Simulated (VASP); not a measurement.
Wanted: the native input for a VASP 6.6.1 run.

| Property | Result |
| --- | --- |
| Task | relaxation of cell and atoms |
| Functional | PBE |
| Potentials or basis | VASP PAW PBE potentials, release 64 (Si, Ni) |
| Cutoff | 600 eV |
| k mesh | 6 × 6 × 6 |
| Occupations | gaussian, width 0.1 eV |
| Spin | no spin polarisation |
| Dipole correction | no |
| Further INCAR settings | ALGO = Normal; EDIFF = 1e-07; IBRION = 2; EDIFFG = -0.04; NSW = 90; ISIF = 3 |

The structure of Si3Ni lies in POSCAR:

```
Si3Ni
1.0
   -1.8285517492      1.8285517492      4.0845571542
    1.8285517492     -1.8285517492      4.0845571542
    1.8285517492      1.8285517492     -4.0845571542
Si Ni
3 1
Direct
    0.5000000000      0.5000000000      0.0000000000
    0.2500000000      0.7500000000      0.5000000000
    0.7500000000      0.2500000000      0.5000000000
    0.0000000000      0.0000000000      0.0000000000
```

One way to write it, as run:

INCAR

```
SYSTEM = Si3Ni
PREC = Accurate
ENCUT = 600
EDIFF = 1E-7
ISMEAR = 0
SIGMA = 0.1
LREAL = .FALSE.
LASPH = .TRUE.
NELM = 60
ALGO = Normal
ISIF = 3
LWAVE = .FALSE.
LCHARG = .FALSE.
GGA = PE
IBRION = 2
NSW = 90
EDIFFG = -0.04
```

KPOINTS

```
Automatic mesh
0
G
  6 6 6
  0 0 0
```

Potentials or basis: VASP PAW PBE potentials, release 64 (Si, Ni).

Run with:

```bash
$ cat potpaw_PBE.64/Si/POTCAR potpaw_PBE.64/Ni/POTCAR > POTCAR
$ mpirun -np 1 vasp_std > vasp.out
```

Results of the run:

```json
{
  "Relaxed volume": "12.92 Å³/atom",
  "Relaxed cell": "a = 4.465 Å, b = 4.465 Å, c = 4.465 Å, α = 129.49°, β = 129.49°, γ = 74.23°",
  "Space group after relaxing (to 0.1 Å)": "I4/mmm (No. 139)",
  "Energy gained by relaxing": "71.4 meV/atom",
  "Ionic steps": "10",
  "Pressure after relaxing": "-0.1 GPa",
  "Band gap on the k mesh": "zero (bands 11 and 12 overlap by 1.68 eV)"
}
```

Wall time 2.2 min on 1 thread of Intel(R) Xeon(R) 6975P-C (Granite Rapids) (shared host), peak memory 0.26 GiB.
